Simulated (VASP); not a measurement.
A run of VASP 6.6.1:

File INCAR:

```
SYSTEM = TiO2
ALGO = Normal
EDIFF = 1E-7
ENCUT = 520
GGA = PE
ISIF = 2
ISMEAR = 0
LASPH = .TRUE.
LCHARG = .FALSE.
LREAL = .FALSE.
LWAVE = .FALSE.
NBANDS = 33
NELM = 100
PREC = Accurate
SIGMA = 0.05
```

The input KPOINTS:

```
k-points
0
G
  8 8 10
  0 0 0
```

The input POSCAR:

```
TiO2
1.0
    4.8789228576      0.0000000000      0.0000000000
    0.0000000000      4.8789228576      0.0000000000
    0.0000000000      0.0000000000      3.1141971101
Ti O
2 4
Direct
    0.0000000000      0.0000000000      0.0000000000
    0.5000000000      0.5000000000      0.5000000000
    0.3050970583      0.3050970583      0.0000000000
    0.1949029417      0.8050970583      0.5000000000
    0.6949029417      0.6949029417      0.0000000000
    0.8050970583      0.1949029417      0.5000000000
```

Potentials or basis: VASP PAW PBE potentials, release 64 (Ti_sv, O).

Launch:

```sh
$ cat potpaw_PBE.64/Ti_sv/POTCAR potpaw_PBE.64/O/POTCAR > POTCAR
$ mpirun -np 1 vasp_std > vasp.out
```

Hardware: 1 thread of AMD EPYC 7R13, on a shared host.

Task: Estimate the wall time of this run.

Result: It took 14 min on 1 thread of AMD EPYC 7R13 (shared host), peak memory 0.27 GiB. Counts: scf iterations 34, k points 90.
